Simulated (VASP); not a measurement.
A run of VASP 6.6.1 is set up as follows.

The input INCAR:

```
PREC = Accurate
ENCUT = 520
EDIFF = 1E-6
ISMEAR = 0
SIGMA = 0.1
LREAL = False
LASPH = True
NELM = 100
ALGO = Normal
ISIF = 2
LWAVE = False
LCHARG = True
GGA = PE
LELF = True
LVHAR = True
NBANDS = 12
```

KPOINTS

```
Automatic mesh
0
Gamma
  6 6 6
```

The input POSCAR:

```
B
1.0
    2.7027274672      0.0000000000      0.0000000000
    0.0000000000      2.7027274672      0.0000000000
    0.0000000000      0.0000000000      2.7027274672
B
3
Direct
    0.5000000000      0.0000000000      0.0000000000
    0.0000000000      0.5000000000      0.0000000000
    0.0000000000      0.0000000000      0.5000000000
```

Potentials or basis: VASP PAW PBE potentials, release 64 (B).

The run is started by

```sh
$ cat potpaw_PBE.64/B/POTCAR > POTCAR
$ mpirun -np 1 vasp_std > vasp.out
```

(1) Predict the pressure.

Results:

(1) -0.3 GPa.

Caveat: the k points lie up to 0.39 Å⁻¹ apart.
